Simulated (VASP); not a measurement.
# Ti (P6_3/mmc) in VASP: notebook

Runs on Ti. Level: PBEsol. Tasks: single point.

All numbers are computed with VASP 6.6.1; they aren't measurements. Logs are shortened: lines on timing, memory, paths and dates and some standing lists are left out, and cuts for length are marked.

## 1. The cell of the first run

It takes space group P6_3/mmc (No. 194, hexagonal). Conventional cell: a = 2.720 Å, b = 2.720 Å, c = 4.345 Å, α = 90.00°, β = 90.00°, γ = 120.00°. Within 3.5 Å of Ti (site symmetry -6m2) lie 12 Ti at 2.68 to 2.72 Å.

## 2. Single point, PBEsol

INCAR reads:

```
PREC     = Accurate       # precision mode
ENCUT    = 520            # plane-wave cutoff, eV
EDIFF    = 1E-6           # SCF threshold, eV
ISMEAR   = -1             # smearing method
SIGMA    = 0.1            # smearing width, eV
LREAL    = F              # projectors in reciprocal space
LASPH    = T              # aspherical terms in the spheres
NELM     = 60             # most SCF steps
ALGO     = Normal         # electronic algorithm
ISIF     = 2              # what is computed and relaxed
LWAVE    = F              # write WAVECAR
LCHARG   = F              # write CHGCAR
GGA      = PS             # functional
NBANDS   = 19             # bands
```

KPOINTS reads:

```
regular mesh
0
Gamma
  16 16 9
```

POSCAR reads:

```
Ti
1.0
    2.7198137969      0.0000000000      0.0000000000
   -1.3599068984      2.3554278417      0.0000000000
    0.0000000000      0.0000000000      4.3451441327
Ti
2
Direct
    0.3333333333      0.6666666667      0.2500000000
    0.6666666667      0.3333333333      0.7500000000
```

Potentials or basis: VASP PAW PBE potentials, release 64 (Ti_sv).

The run is started by

```
$ cat potpaw_PBE.64/Ti_sv/POTCAR > POTCAR
$ mpirun -np 1 vasp_std > vasp.out
```

OUTCAR:

```text
PREC = Accurate
   ENCUT = 520
   EDIFF = 1E-6
   ISMEAR = -1
   LREAL = F
   LASPH = T
   NELM = 60
   ISIF = 2
   GGA = PS

 ion  position               nearest neighbor table
   1  0.333  0.667  0.250-   2 2.68   2 2.68   2 2.68   2 2.68   2 2.68   2 2.68
   2  0.667  0.333  0.750-   1 2.68   1 2.68   1 2.68   1 2.68   1 2.68   1 2.68

  LATTYP: Found a hexagonal cell.
 ALAT       =     2.7198137969
 C/A-ratio  =     1.5975888267

  Lattice vectors:

 A1 = (   2.7198137969,   0.0000000000,   0.0000000000)
 A2 = (  -1.3599068984,   2.3554278417,   0.0000000000)
 A3 = (   0.0000000000,   0.0000000000,   4.3451441327)

Analysis of symmetry for initial positions (statically):
=====================================================================
 Subroutine PRICEL returns:
 Original cell was already a primitive cell.

 Routine SETGRP: Setting up the symmetry group for a
 hexagonal supercell.

 Subroutine GETGRP returns: Found 24 space group operations
 (whereof 12 operations were pure point group operations)
 out of a pool of 24 trial point group operations.

The static configuration has the point symmetry D_3d.
 The point group associated with its full space group is D_6h.

Analysis of symmetry for dynamics (positions and initial velocities):
=====================================================================
 Subroutine PRICEL returns:
 Original cell was already a primitive cell.

 Routine SETGRP: Setting up the symmetry group for a
 hexagonal supercell.

 Subroutine GETGRP returns: Found 24 space group operations
 (whereof 12 operations were pure point group operations)
 out of a pool of 24 trial point group operations.

The dynamic configuration has the point symmetry D_3d.
 The point group associated with its full space group is D_6h.

 Subroutine INISYM returns: Found 24 space group operations
 (whereof 12 operations are pure point group operations),
 and found     1 'primitive' translations

----------------------------------------------------------------------------------------

                                     Primitive cell

  volume of cell :      27.8364

  direct lattice vectors                    reciprocal lattice vectors
     2.719813797  0.000000000  0.000000000     0.367672229  0.212275660  0.000000000
    -1.359906898  2.355427842  0.000000000     0.000000000  0.424551320  0.000000000
     0.000000000  0.000000000  4.345144133     0.000000000  0.000000000  0.230141963

  length of vectors
     2.719813797  2.719813797  4.345144133     0.424551320  0.424551320  0.230141963

  position of ions in fractional coordinates (direct lattice)
     0.333333333  0.666666667  0.250000000
     0.666666667  0.333333333  0.750000000

  ion indices of the primitive-cell ions
   primitive index   ion index
                 1           1
                 2           2

----------------------------------------------------------------------------------------

 KPOINTS: regular mesh

Automatic generation of k-mesh.
 Grid dimensions read from file:
 generate k-points for:   16   16    9

 Generating k-lattice:

  Cartesian coordinates                     Fractional coordinates (reciprocal lattice)
     0.022979514  0.013267229  0.000000000     0.062500000 -0.000000000  0.000000000
     0.000000000  0.026534458  0.000000000     0.000000000  0.062500000  0.000000000
     0.000000000  0.000000000  0.025571329     0.000000000  0.000000000  0.111111111

  Length of vectors
     0.026534458  0.026534458  0.025571329

  Shift w.r.t. Gamma in fractional coordinates (k-lattice)
     0.000000000  0.000000000  0.000000000

 Subroutine IBZKPT returns following result:
 ===========================================

 Found    150 irreducible k-points:

 Following reciprocal coordinates:
            Coordinates               Weight
  0.000000  0.000000  0.000000      1.000000
  0.062500 -0.000000  0.000000      6.000000
  0.125000 -0.000000  0.000000      6.000000
  0.187500  0.000000  0.000000      6.000000
  0.250000 -0.000000  0.000000      6.000000
  0.312500 -0.000000  0.000000      6.000000
[... 16 lines left out ...]
  0.187500  0.187500  0.000000      6.000000
  0.250000  0.187500  0.000000     12.000000
 [... further k-points ...]
   k-points           NKPTS =    150   k-points in BZ     NKDIM =    150   number of bands    NBANDS=     19
   number of dos      NEDOS =    301   number of ions     NIONS =      2
   total plane-waves  NPLWV =  12800
   dimension x,y,z NGX =    20 NGY =   20 NGZ =   32
   dimension x,y,z NGXF=    40 NGYF=   40 NGZF=   64
   ions per type =               2
   NGX,Y,Z   is equivalent  to a cutoff of  12.22, 12.22, 12.24 a.u.
   NGXF,Y,Z  is equivalent  to a cutoff of  24.45, 24.45, 24.49 a.u.
 SYSTEM =  unknown system
   PREC   = accura    normal or accurate (medium, high low for compatibility)
   ISTART =      0    job   : 0-new  1-cont  2-samecut
   ICHARG =      2    charge: 1-file 2-atom 10-const
   ISPIN  =      1    spin polarized calculation?
   LNONCOLLINEAR =      F non collinear calculations
   LSORBIT =      F    spin-orbit coupling
   LASPH  =      T    aspherical Exc in radial PAW
   ENCUT  =  520.0 eV  38.22 Ry    6.18 a.u.   5.06  5.06  8.08*2*pi/ulx,y,z
   NELM   =     60;   NELMIN=  2; NELMDL= -5     # of ELM steps
   EDIFF  = 0.1E-05   stopping-criterion for ELM
   LREAL  =      F    real-space projection
   EDIFFG = 0.1E-04   stopping-criterion for IOM
   NSW    =      0    number of steps for IOM
   IBRION =     -1    ionic relax: 0-MD 1-quasi-New 2-CG
   NFREE  =      0    steps in history (QN), initial steepest desc. (CG)
   ISIF   =      2    stress and relaxation
   ISYM   =      2    0-nonsym 1-usesym 2-fastsym
   POTIM  = 0.5000    time-step for ionic-motion
   TEBEG  =    0.0;   TEEND  =   0.0 temperature during run
   PSTRESS=    0.0 pullay stress
   NELECT =      24.0000    total number of electrons
   NUPDOWN=      -1.0000    fix difference up-down
   EMIN   =  10.00;   EMAX   =-10.00  energy-range for DOS
   EFERMI =   0.00;   METHOD = LEGACY
   ISMEAR =    -1;   SIGMA  =   0.10  broadening in eV -4-tet -1-fermi 0-gaus
   EFERMI_NEDOS =   21; number of points for ismear=-14 and -15
   IALGO  =     38    algorithm
   IMIX   =      4    mixing-type and parameters
     AMIX     =   0.40;   BMIX     =  1.00
     AMIX_MAG =   1.60;   BMIX_MAG =  1.00
  volume/ion in A,a.u.               =      13.92        93.92
  Fermi-wavevector in a.u.,A,eV,Ry     =   1.558144  2.944465 33.032387  2.427812
  Thomas-Fermi vector in A             =   2.661691
   LORBIT       =      0    0 simple, 1 ext, 2 COOP (PROOUT), +10 PAW based schemes
   GGA     = PS    functional components
   LHFCALC =     F    Hartree Fock is set to
   AEXX    =    0.0000 exact exchange contribution
   IVDW    =     0    specifies the selected vdW correction
   LEPSILON=     F    determine dielectric tensor
   LRPA    =     F    only Hartree local field effects (RPA)
 non-spin polarized calculation
  energy-cutoff  :      520.00
  volume of cell :       27.84
 maximum number of plane-waves:       767
   NGX = 11   NGY = 11   NGZ = 17

 number of electron      24.0000010 magnetization

 Free energy of the ion-electron system (eV)
  ---------------------------------------------------
  ext. energy  EPLUGINS =         0.00000000
  ---------------------------------------------------
  free energy    TOTEN  =       -16.26682322 eV

  energy without entropy =      -16.20377919  energy(sigma->0) =      -16.23530121

 E-fermi :  10.7290     XC(G=0): -12.7370

 val. band max:       10.7175254595   @ k =   0.3125   0.3125   0.3333
 cond. band min:      10.7382762789   @ k =   0.3125   0.3125   0.4444
 fundamental gap:      0.0207508194
 Fermi energy:        10.7289763771

 k-point     1 :       0.0000    0.0000    0.0000
  band No.  band energies     occupation
      1     -45.5630      2.00000
      2     -45.2410      2.00000
      3     -22.5588      2.00000
      4     -21.3115      2.00000
      5     -21.3115      2.00000
      6     -21.1494      2.00000
[... 11 lines left out ...]
     18      12.8334      0.00000
     19      14.8506      0.00000

 k-point     2 :       0.0625   -0.0000    0.0000
  band No.  band energies     occupation
      1     -45.5536      2.00000
      2     -45.2369      2.00000
      3     -22.5414      2.00000
      4     -21.3497      2.00000
      5     -21.3239      2.00000
      6     -21.1660      2.00000
[... 11 lines left out ...]
     18      12.7463      0.00000
     19      14.8996      0.00000

 k-point     3 :       0.1250   -0.0000    0.0000
  band No.  band energies     occupation
      1     -45.5263      2.00000
      2     -45.2255      2.00000
      3     -22.4905      2.00000
      4     -21.4584      2.00000
      5     -21.3582      2.00000
      6     -21.2764      2.00000
[... 11 lines left out ...]
     18      12.6651      0.00000
     19      15.0159      0.00000

 k-point     4 :       0.1875    0.0000    0.0000
  band No.  band energies     occupation
      1     -45.4843      2.00000
      2     -45.2093      2.00000
      3     -22.4100      2.00000
      4     -21.6220      2.00000
      5     -21.4363      2.00000
      6     -21.4077      2.00000
[... 11 lines left out ...]
     18      13.0989      0.00000
     19      15.1470      0.00000

 k-point     5 :       0.2500   -0.0000    0.0000
  band No.  band energies     occupation
      1     -45.4326      2.00000
      2     -45.1919      2.00000
      3     -22.3068      2.00000
      4     -21.8153      2.00000
      5     -21.6177      2.00000
      6     -21.4637      2.00000
[... 11 lines left out ...]
     18      13.6486      0.00000
     19      15.2597      0.00000
[... 334 lines left out ...]
      2     -45.1680      2.00000
      3     -22.2386      2.00000
      4     -22.0033      2.00000
      5     -21.9386      2.00000
      6     -21.6670      2.00000
[... 11 lines left out ...]
     18      15.2673      0.00000
     19      16.4258      0.00000

 k-point    22 :       0.4375    0.1250    0.0000
  band No.  band energies     occupation
      1     -45.2585      2.00000
      2     -45.1701      2.00000
      3     -22.2729      2.00000
      4     -22.0240      2.00000
      5     -21.8960      2.00000
      6     -21.6850      2.00000
[... 11 lines left out ...]
     18      15.2717      0.00000
     19      16.9164      0.00000

 k-point    23 :       0.1875    0.1875    0.0000
  band No.  band energies     occupation
      1     -45.3645      2.00000
      2     -45.1744      2.00000
      3     -22.1616      2.00000
      4     -21.9112      2.00000
      5     -21.8909      2.00000
      6     -21.5204      2.00000
[... 11 lines left out ...]
     18      14.9106      0.00000
     19      15.1716      0.00000

 k-point    24 :       0.2500    0.1875    0.0000
  band No.  band energies     occupation
      1     -45.3164      2.00000
      2     -45.1676      2.00000
      3     -22.0518      2.00000
      4     -22.0497      2.00000
      5     -21.9502      2.00000
      6     -21.6098      2.00000
[... 11 lines left out ...]
     18      15.1598      0.00000
     19      15.6981      0.00000

 [... further k-points ...]

------------------------ aborting loop because EDIFF is reached ----------------------------------------

  FORCE on cell =-STRESS in cart. coord.  units (eV):
  Direction    XX          YY          ZZ          XY          YZ          ZX
  --------------------------------------------------------------------------------------
  -------------------------------------------------------------------------------------
  Total        5.0748826      5.0748826      5.0782804      0.0000000      0.0000000      0.0000000
  in kB      292.0945245    292.0945245    292.2900903      0.0000000      0.0000000      0.0000000
  external PRESSURE =     292.1597131 kB  Pullay stress =       0.0000000 kB

 VOLUME and BASIS-vectors are now :
 -----------------------------------------------------------------------------
  energy-cutoff  :      520.00
  volume of cell :       27.84
      direct lattice vectors                 reciprocal lattice vectors
     2.719813797  0.000000000  0.000000000     0.367672229  0.212275660  0.000000000
    -1.359906898  2.355427842  0.000000000     0.000000000  0.424551320  0.000000000
     0.000000000  0.000000000  4.345144133     0.000000000  0.000000000  0.230141963

 POSITION                                       TOTAL-FORCE (eV/Angst)
 -----------------------------------------------------------------------------------
     -0.00000      1.57029      1.08629        -0.000000     -0.000000      0.000000
      1.35991      0.78514      3.25886         0.000000      0.000000      0.000000
 -----------------------------------------------------------------------------------
    total drift:                               -0.000000      0.000000     -0.000000

  FREE ENERGIE OF THE ION-ELECTRON SYSTEM (eV)
  ---------------------------------------------------
  free  energy   TOTEN  =       -16.2668232182 eV

  energy  without entropy=      -16.2037791946  energy(sigma->0) =      -16.23530121
```

Wall time 1.8 min (1 thread of AMD EPYC 7R13, shared host); peak memory 0.15 GiB.

What came out:

```
Free energy            : -16.2668 eV
Pressure               : 29.2 GPa
Band gap on the k mesh : zero (band 12 reaches 11.73 eV, above the bottom of band 13 at 10.51 eV)
```

Levels at points of the mesh, in eV from the Fermi level:
| k point | band 8 | band 9 | band 10 | band 11 | band 12 | band 13 | band 14 | band 15 | band 16 | band 17 |
| --- | --- | --- | --- | --- | --- | --- | --- | --- | --- | --- |
| (0.00, 0.00, 0.00) | -31.86 | -6.62 | -3.27 | 0.90 | 0.90 | 1.00 | 1.54 | 1.57 | 1.57 | 2.10 |
| (0.50, 0.00, 0.00) | -32.00 | -2.90 | -2.62 | -2.50 | -0.18 | 0.55 | 0.84 | 1.53 | 4.45 | 4.71 |

Caveat: the PAW data sets were made with another functional, which shifts forces and pressure a little.

## 3. Single point, PBEsol

INCAR reads:

```
PREC = Accurate
ENCUT = 520
EDIFF = 1E-6
ISMEAR = -1
SIGMA = 0.1
LREAL = F
LASPH = T
NELM = 60
ALGO = Normal
ISIF = 2
LWAVE = F
LCHARG = F
GGA = PS
NBANDS = 19
```

KPOINTS is that of step 2.

POSCAR reads:

```
Ti
1.0
    2.7197129712      0.0000000000      0.0000000000
   -1.3598564856      2.3553405241      0.0000000000
    0.0000000000      0.0000000000      4.3447592567
Ti
2
Direct
    0.3333333333      0.6666666667      0.2500000000
    0.6666666667      0.3333333333      0.7500000000
```

Potentials or basis: VASP PAW PBE potentials, release 64 (Ti_sv).

The run is started by

```
$ cat potpaw_PBE.64/Ti_sv/POTCAR > POTCAR
$ mpirun -np 1 vasp_std > vasp.out
```

It took 1.7 min on 1 thread of AMD EPYC 7R13, shared host; peak memory 0.15 GiB.

The run converged. Its results:

```yaml
Free_energy: -16.2660 eV
Pressure: 29.3 GPa
Band_gap_on_the_k_mesh: zero (band 12 reaches 11.73 eV, above the bottom of band 13 at 10.51 eV)
```

Levels at points of the mesh, in eV from the Fermi level:
| k point | band 8 | band 9 | band 10 | band 11 | band 12 | band 13 | band 14 | band 15 | band 16 | band 17 |
| --- | --- | --- | --- | --- | --- | --- | --- | --- | --- | --- |
| (0.00, 0.00, 0.00) | -31.86 | -6.62 | -3.27 | 0.89 | 0.89 | 1.00 | 1.55 | 1.57 | 1.57 | 2.10 |
| (0.50, 0.00, 0.00) | -32.00 | -2.90 | -2.62 | -2.50 | -0.18 | 0.55 | 0.84 | 1.53 | 4.45 | 4.71 |

Caveat: the PAW data sets were made with another functional, which shifts forces and pressure a little.
